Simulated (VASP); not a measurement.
A run of VASP 6.6.1 is set up as follows.

POSCAR

```
Mn
1.0
    3.8753131378      0.0000000000      0.0000000000
   -1.9376565689      3.3561196250      0.0000000000
    0.0000000000      0.0000000000      2.4190879423
Mn
3
Direct
    0.0000000000      0.0000000000      0.0000000000
    0.3333333333      0.6666666667      0.5000000000
    0.6666666667      0.3333333333      0.5000000000
```

File INCAR.step1:

```
  ALGO = Normal
  EDIFF = 1E-4
  ENCUT = 520
  GGA = PE
  ISMEAR = -1
  LASPH = T
  LCHARG = F
  LREAL = F
  LWAVE = T
  NBANDS = 26
  NELM = 80
  PREC = Accurate
  SIGMA = 0.1
```

File INCAR.step2:

```
  ALGO = Normal
  EDIFF = 1E-7
  ENCUT = 520
  ISIF = 2
  ISMEAR = -1
  ISTART = 1
  LASPH = T
  LCHARG = F
  LMIXTAU = T
  LREAL = F
  LWAVE = F
  METAGGA = R2SCAN
  NBANDS = 26
  NELM = 80
  PREC = Accurate
  SIGMA = 0.1
```

The input KPOINTS:

```
k-points
0
Gamma
  12 12 17
```

Potentials or basis: VASP PAW PBE potentials, release 64 (Mn_pv).

Command:

```console
$ cat potpaw_PBE.64/Mn_pv/POTCAR > POTCAR
$ cp INCAR.step1 INCAR
$ mpirun -np 1 vasp_std > vasp.out
$ cp INCAR.step2 INCAR
$ mpirun -np 1 vasp_std > vasp.out
```

Question: Predict the pressure.

Answer: 0.4 GPa.

Stress tensor (GPa, compression positive):
```
0.32 0.00 0.00
0.00 0.32 0.00
0.00 0.00 0.53
```

Caveat: the PAW data sets were made with another functional, which shifts forces and pressure a little; the run has no spin polarisation, though such a crystal can be magnetic. Spin polarisation is off, so any magnetic state and its effect on volume and gap are missing.
